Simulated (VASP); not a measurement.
Here is a VASP 6.6.1 calculation.

File POSCAR:

```
Os
1.0
    2.7393806551      0.0000000000      0.0000000000
   -1.3696903275      2.3723732379      0.0000000000
    0.0000000000      0.0000000000      4.3138178725
Os
2
Direct
    0.3333333333      0.6666666667      0.2500000000
    0.6666666667      0.3333333333      0.7500000000
```

Contents of INCAR.step1:

```
PREC = Accurate
ENCUT = 620
ISMEAR = 0
SIGMA = 0.6
LREAL = F
LASPH = T
NELM = 120
NBANDS = 23
GGA = PE
ALGO = Normal
EDIFF = 1E-5
LWAVE = T
LCHARG = F
GGA_COMPAT = F
```

The input INCAR.step2:

```
PREC = Accurate
ENCUT = 620
EDIFF = 1E-6
ISMEAR = 0
SIGMA = 0.6
LREAL = F
LASPH = T
NELM = 120
ALGO = Normal
ISIF = 2
LWAVE = F
LCHARG = F
METAGGA = R2SCAN
LMIXTAU = T
NBANDS = 23
ISTART = 1
GGA_COMPAT = F
```

KPOINTS

```
Automatic mesh
0
Gamma
  13 13 7
```

Potentials or basis: VASP PAW PBE potentials, release 64 (Os_sv_GW).

Launch:

```bash
$ cat potpaw_PBE.64/Os_sv_GW/POTCAR > POTCAR
$ cp INCAR.step1 INCAR
$ mpirun -np 1 vasp_std > vasp.out
$ cp INCAR.step2 INCAR
$ mpirun -np 1 vasp_std > vasp.out
```

Question: What does it give for the band gap on the k mesh?

Answer: Zero (bands 16 and 17 overlap by 3.99 eV).

Question: Estimate the pressure.

Answer: 0.1 GPa.

Stress tensor (GPa, compression positive):
```
-0.35  0.00  0.00
 0.00 -0.35  0.00
 0.00  0.00  0.85
```

Caveat: so wide a smearing shifts energies and pressures; the PAW data sets were made with another functional, which shifts forces and pressure a little; spin-orbit coupling is left out, which moves the levels of the heavy elements.
